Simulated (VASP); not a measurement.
# Pt in VASP: density of states with PBE

Aim: the density of states of Pt with PBE.

Everything below comes from runs of VASP 6.6.1. Logs are shortened: lines on timing, memory, paths and dates and some standing lists are left out, and cuts for length are marked.

## Step 1: The cell of the first run

The cell holds a slab with vacuum, 5 atoms: a = 2.808 Å, b = 2.808 Å, c = 23.942 Å, α = 90.00°, β = 90.00°, γ = 90.00°.

## Step 2: Density of states, PBE

Input file POSCAR:

```
Pt
1.0
    2.8080030018      0.0000000000      0.0000000000
    0.0000000000      2.8080030018      0.0000000000
    0.0000000000      0.0000000000     23.9422000000
Pt
5
Direct
    0.0000000000      0.0000000000      0.3341373840
    0.5000000000      0.5000000000      0.4170686918
    0.0000000000      0.0000000000      0.5000000000
    0.5000000000      0.5000000000      0.5829313082
    0.0000000000      0.0000000000      0.6658626160
```

Input file INCAR.step1:

```
ALGO     = Normal         # electronic algorithm
DIPOL    = 0.5 0.5 0.500
EDIFF    = 1E-6           # SCF threshold, eV
ENCUT    = 520            # plane-wave cutoff, eV
GGA      = PE             # functional
IDIPOL   = 3            
ISIF     = 2              # what is computed and relaxed
ISMEAR   = -1             # smearing method
LASPH    = True           # aspherical terms in the spheres
LCHARG   = True           # write CHGCAR
LDIPOL   = True         
LMAXMIX  = 4              # l up to which the mixer works
LREAL    = False          # projectors in reciprocal space
LWAVE    = False          # write WAVECAR
NBANDS   = 33             # bands
NELM     = 60             # most SCF steps
PREC     = Accurate       # precision mode
SIGMA    = 0.08           # smearing width, eV
```

Input file KPOINTS.step1:

```
k-points
0
Gamma
  12 12 1
```

Input file INCAR.step2:

```
ALGO     = Normal         # electronic algorithm
DIPOL    = 0.5 0.5 0.500
EDIFF    = 1E-6           # SCF threshold, eV
ENCUT    = 520            # plane-wave cutoff, eV
GGA      = PE             # functional
ICHARG   = 11             # starting density
IDIPOL   = 3            
ISIF     = 2              # what is computed and relaxed
ISMEAR   = -5             # smearing method
LASPH    = True           # aspherical terms in the spheres
LCHARG   = False          # write CHGCAR
LDIPOL   = True         
LMAXMIX  = 4              # l up to which the mixer works
LORBIT   = 10             # projections on sites
LREAL    = False          # projectors in reciprocal space
LWAVE    = False          # write WAVECAR
NBANDS   = 33             # bands
NEDOS    = 1001           # points of the DOS
NELM     = 60             # most SCF steps
PREC     = Accurate       # precision mode
SIGMA    = 0.08           # smearing width, eV
```

Input file KPOINTS.step2:

```
k-points
0
Gamma
  18 18 1
```

Potentials or basis: VASP PAW PBE potentials, release 64 (Pt).

Launch:

```console
> cat potpaw_PBE.64/Pt/POTCAR > POTCAR
> cp INCAR.step1 INCAR
> cp KPOINTS.step1 KPOINTS
> mpirun -np 1 vasp_std > vasp.out
> cp INCAR.step2 INCAR
> cp KPOINTS.step2 KPOINTS
> mpirun -np 1 vasp_std > vasp.out
```

OUTCAR:

```text
EDIFF = 1E-6
   ENCUT = 520
   GGA = PE
   ICHARG = 11
   ISIF = 2
   ISMEAR = -5
   LASPH = True
   LORBIT = 10
   LREAL = False
   NELM = 60
   PREC = Accurate

 ion  position               nearest neighbor table
   1  0.000  0.000  0.334-   2 2.81   2 2.81   2 2.81   2 2.81
   2  0.500  0.500  0.417-   1 2.81   1 2.81   1 2.81   1 2.81   3 2.81   3 2.81   3 2.81   3 2.81

   3  0.000  0.000  0.500-   2 2.81   4 2.81   2 2.81   4 2.81   2 2.81   4 2.81   2 2.81   4 2.81

   4  0.500  0.500  0.583-   5 2.81   5 2.81   5 2.81   5 2.81   3 2.81   3 2.81   3 2.81   3 2.81

   5  0.000  0.000  0.666-   4 2.81   4 2.81   4 2.81   4 2.81

  LATTYP: Found a simple tetragonal cell.
 ALAT       =     2.8080030018
 C/A-ratio  =     8.5264153865

  Lattice vectors:

 A1 = (   2.8080030018,   0.0000000000,   0.0000000000)
 A2 = (   0.0000000000,   2.8080030018,   0.0000000000)
 A3 = (   0.0000000000,   0.0000000000,  23.9422000000)

Analysis of symmetry for initial positions (statically):
=====================================================================
 Subroutine PRICEL returns:
 Original cell was already a primitive cell.

 Routine SETGRP: Setting up the symmetry group for a
 simple tetragonal supercell.

 Subroutine GETGRP returns: Found 16 space group operations
 (whereof 16 operations were pure point group operations)
 out of a pool of 16 trial point group operations.

The static configuration has the point symmetry D_4h.

Analysis of symmetry for dynamics (positions and initial velocities):
=====================================================================
 Subroutine PRICEL returns:
 Original cell was already a primitive cell.

 Routine SETGRP: Setting up the symmetry group for a
 simple tetragonal supercell.

 Subroutine GETGRP returns: Found 16 space group operations
 (whereof 16 operations were pure point group operations)
 out of a pool of 16 trial point group operations.

The dynamic configuration has the point symmetry D_4h.

 Subroutine INISYM returns: Found 16 space group operations
 (whereof 16 operations are pure point group operations),
 and found     1 'primitive' translations

----------------------------------------------------------------------------------------

                                     Primitive cell

  volume of cell :     188.7814

  direct lattice vectors                    reciprocal lattice vectors
     2.808003002  0.000000000  0.000000000     0.356124975  0.000000000  0.000000000
     0.000000000  2.808003002  0.000000000     0.000000000  0.356124975  0.000000000
     0.000000000  0.000000000 23.942200000     0.000000000  0.000000000  0.041767256

  length of vectors
     2.808003002  2.808003002 23.942200000     0.356124975  0.356124975  0.041767256

  position of ions in fractional coordinates (direct lattice)
     0.000000000  0.000000000  0.334137384
     0.500000000  0.500000000  0.417068692
     0.000000000  0.000000000  0.500000000
     0.500000000  0.500000000  0.582931308
     0.000000000  0.000000000  0.665862616

  ion indices of the primitive-cell ions
   primitive index   ion index
                 1           1
                 2           2
                 3           3
                 4           4
                 5           5

----------------------------------------------------------------------------------------

 KPOINTS: k-points

Automatic generation of k-mesh.
 Grid dimensions read from file:
 generate k-points for:   18   18    1

 Generating k-lattice:

  Cartesian coordinates                     Fractional coordinates (reciprocal lattice)
     0.019784721  0.000000000  0.000000000     0.055555556  0.000000000  0.000000000
     0.000000000  0.019784721  0.000000000     0.000000000  0.055555556  0.000000000
     0.000000000  0.000000000  0.041767256     0.000000000  0.000000000  1.000000000

  Length of vectors
     0.019784721  0.019784721  0.041767256

  Shift w.r.t. Gamma in fractional coordinates (k-lattice)
     0.000000000  0.000000000  0.000000000

 TETIRR: Found    495 inequivalent tetrahedra from     1944

 Subroutine IBZKPT returns following result:
 ===========================================

 Found     55 irreducible k-points:

 Following reciprocal coordinates:
            Coordinates               Weight
  0.000000  0.000000  0.000000      1.000000
  0.055556  0.000000  0.000000      4.000000
  0.111111  0.000000  0.000000      4.000000
  0.166667  0.000000  0.000000      4.000000
  0.222222  0.000000  0.000000      4.000000
  0.277778  0.000000  0.000000      4.000000
[... 16 lines left out ...]
  0.277778  0.111111  0.000000      8.000000
  0.333333  0.111111  0.000000      8.000000
 [... further k-points ...]
   k-points           NKPTS =     55   k-points in BZ     NKDIM =     55   number of bands    NBANDS=     33
   number of dos      NEDOS =   1001   number of ions     NIONS =      5
   total plane-waves  NPLWV = 103680
   dimension x,y,z NGX =    24 NGY =   24 NGZ =  180
   dimension x,y,z NGXF=    48 NGYF=   48 NGZF=  360
   ions per type =               5
   NGX,Y,Z   is equivalent  to a cutoff of  14.21, 14.21, 12.50 a.u.
   NGXF,Y,Z  is equivalent  to a cutoff of  28.42, 28.42, 25.00 a.u.
 SYSTEM =  unknown system
   PREC   = accura    normal or accurate (medium, high low for compatibility)
   ISTART =      0    job   : 0-new  1-cont  2-samecut
   ICHARG =     11    charge: 1-file 2-atom 10-const
   ISPIN  =      1    spin polarized calculation?
   LNONCOLLINEAR =      F non collinear calculations
   LSORBIT =      F    spin-orbit coupling
   LASPH  =      T    aspherical Exc in radial PAW
   ENCUT  =  520.0 eV  38.22 Ry    6.18 a.u.   5.22  5.22 44.52*2*pi/ulx,y,z
   NELM   =     60;   NELMIN=  2; NELMDL=  0     # of ELM steps
   EDIFF  = 0.1E-05   stopping-criterion for ELM
   LREAL  =      F    real-space projection
   EDIFFG = 0.1E-04   stopping-criterion for IOM
   NSW    =      0    number of steps for IOM
   IBRION =     -1    ionic relax: 0-MD 1-quasi-New 2-CG
   NFREE  =      0    steps in history (QN), initial steepest desc. (CG)
   ISIF   =      2    stress and relaxation
   ISYM   =      2    0-nonsym 1-usesym 2-fastsym
   POTIM  = 0.5000    time-step for ionic-motion
   TEBEG  =    0.0;   TEEND  =   0.0 temperature during run
   PSTRESS=    0.0 pullay stress
   NELECT =      50.0000    total number of electrons
   NUPDOWN=      -1.0000    fix difference up-down
   EMIN   =  10.00;   EMAX   =-10.00  energy-range for DOS
   EFERMI =   0.00;   METHOD = LEGACY
   ISMEAR =    -5;   SIGMA  =   0.08  broadening in eV -4-tet -1-fermi 0-gaus
   EFERMI_NEDOS =   21; number of points for ismear=-14 and -15
   IALGO  =     38    algorithm
   IMIX   =      4    mixing-type and parameters
     AMIX     =   0.40;   BMIX     =  1.00
     AMIX_MAG =   1.60;   BMIX_MAG =  1.00
  volume/ion in A,a.u.               =      37.76       254.79
  Fermi-wavevector in a.u.,A,eV,Ry     =   1.051345  1.986753 15.038867  1.105326
  Thomas-Fermi vector in A             =   2.186384
   LORBIT       =     10    0 simple, 1 ext, 2 COOP (PROOUT), +10 PAW based schemes
   GGA     = PE    functional components
   LHFCALC =     F    Hartree Fock is set to
   AEXX    =    0.0000 exact exchange contribution
   IVDW    =     0    specifies the selected vdW correction
   LEPSILON=     F    determine dielectric tensor
   LRPA    =     F    only Hartree local field effects (RPA)
 non-spin polarized calculation
 Fermi weights with tetrahedron method with Bloechl corrections
  energy-cutoff  :      520.00
  volume of cell :      188.78
 maximum number of plane-waves:      5130
 NGX is ok and might be reduce to    24

 number of electron      50.0000001 magnetization

 dipolmoment           0.000000      0.000000     -0.000000 electrons x Angstroem

 Free energy of the ion-electron system (eV)
  ---------------------------------------------------
  ext. energy  EPLUGINS =         0.00000000
  ---------------------------------------------------
  free energy    TOTEN  =       -28.66070544 eV

  energy without entropy =      -28.66070544  energy(sigma->0) =      -28.66070544

 E-fermi :   1.0083     XC(G=0):  -6.2920

 val. band max:        1.0379170311   @ k =   0.0000   0.0000   0.0000
 cond. band min:       1.0020962502   @ k =   0.3889   0.0000   0.0000
 fundamental gap:     -0.0358207809
 Fermi energy:         1.0082892703

 k-point     1 :       0.0000    0.0000    0.0000
  band No.  band energies     occupation
      1      -8.3062      2.00000
      2      -7.0085      2.00000
      3      -5.6990      2.00000
      4      -5.1454      2.00000
      5      -5.0157      2.00000
      6      -4.8715      2.00000
[... 25 lines left out ...]
     32       6.4617      0.00000
     33       6.8184      0.00000

 k-point     2 :       0.0556    0.0000    0.0000
  band No.  band energies     occupation
      1      -8.2291      2.00000
      2      -6.9404      2.00000
      3      -5.6375      2.00000
      4      -5.0870      2.00000
      5      -4.9676      2.00000
      6      -4.8084      2.00000
[... 25 lines left out ...]
     32       6.5197      0.00000
     33       6.8856      0.00000

 k-point     3 :       0.1111    0.0000    0.0000
  band No.  band energies     occupation
      1      -8.0033      2.00000
      2      -6.7470      2.00000
      3      -5.4786      2.00000
      4      -4.9399      2.00000
      5      -4.8058      2.00000
      6      -4.6606      2.00000
[... 25 lines left out ...]
     32       6.6921      0.00000
     33       7.0883      0.00000

 k-point     4 :       0.1667    0.0000    0.0000
  band No.  band energies     occupation
      1      -7.6450      2.00000
      2      -6.4642      2.00000
      3      -5.2944      2.00000
      4      -4.7583      2.00000
      5      -4.5216      2.00000
      6      -4.5134      2.00000
[... 673 lines left out ...]
     32       7.5347      0.00000
     33       8.1908      0.00000

 k-point    23 :       0.2778    0.1111    0.0000
  band No.  band energies     occupation
      1      -6.3842      2.00000
      2      -5.5886      2.00000
      3      -4.8078      2.00000
      4      -4.1587      2.00000
      5      -4.0719      2.00000
      6      -3.6542      2.00000
[... 25 lines left out ...]
     32       7.3188      0.00000
     33       8.2319      0.00000

 k-point    24 :       0.3333    0.1111    0.0000
  band No.  band energies     occupation
      1      -5.8934      2.00000
      2      -5.4327      2.00000
      3      -4.8422      2.00000
      4      -4.1473      2.00000
      5      -3.9511      2.00000
      6      -3.4603      2.00000
[... 25 lines left out ...]
     32       7.3646      0.00000
     33       7.9209      0.00000

 [... further k-points ...]

------------------------ aborting loop because EDIFF is reached ----------------------------------------

 vacuum level on the upper side and lower side of the slab       (xc-potential included)        -0.140        -0.140

  FORCE on cell =-STRESS in cart. coord.  units (eV):
  Direction    XX          YY          ZZ          XY          YZ          ZX
  --------------------------------------------------------------------------------------
  -------------------------------------------------------------------------------------
  Total       -4.5836092     -4.5836092     -2.4309936      0.0000000      0.0000000      0.0000000
  in kB      -38.9008399    -38.9008399    -20.6317089      0.0000000      0.0000000      0.0000000
  external PRESSURE =     -32.8111295 kB  Pullay stress =       0.0000000 kB

 VOLUME and BASIS-vectors are now :
 -----------------------------------------------------------------------------
  energy-cutoff  :      520.00
  volume of cell :      188.78
      direct lattice vectors                 reciprocal lattice vectors
     2.808003002  0.000000000  0.000000000     0.356124975  0.000000000  0.000000000
     0.000000000  2.808003002  0.000000000     0.000000000  0.356124975  0.000000000
     0.000000000  0.000000000 23.942200000     0.000000000  0.000000000  0.041767256

 POSITION                                       TOTAL-FORCE (eV/Angst)
 -----------------------------------------------------------------------------------
      0.00000      0.00000      7.99998         0.000000      0.000000      0.371560
      1.40400      1.40400      9.98554         0.000000      0.000000     -0.218563
      0.00000      0.00000     11.97110         0.000000      0.000000      0.000000
      1.40400      1.40400     13.95666         0.000000      0.000000      0.218563
      0.00000      0.00000     15.94222         0.000000      0.000000     -0.371560
 -----------------------------------------------------------------------------------
    total drift:                                0.000000      0.000000     -0.000000

  FREE ENERGIE OF THE ION-ELECTRON SYSTEM (eV)
  ---------------------------------------------------
  free  energy   TOTEN  =       -28.6607054437 eV

  energy  without entropy=      -28.6607054437  energy(sigma->0) =      -28.66070544

 vacuum level on the upper side and lower side of the slab         6.549         6.549

 total charge

# of ion       s       p       d       tot
------------------------------------------
    1        0.607   0.375   8.028   9.010
    2        0.612   0.556   8.009   9.177
    3        0.619   0.568   8.003   9.190
    4        0.612   0.556   8.009   9.177
    5        0.607   0.375   8.028   9.010
--------------------------------------------------
tot          3.057   2.431  40.075  45.563
```

It took 4 min on 1 thread of Intel Xeon 6975P-C (Granite Rapids), shared host; peak memory 0.44 GiB.

What came out:

- Valence electrons inside the program's atomic spheres: Pt 9.01, 9.18, 9.19

Caveat: spin-orbit coupling is left out, which moves the levels of the heavy elements; tetrahedron occupations give inexact forces and stress in metals.
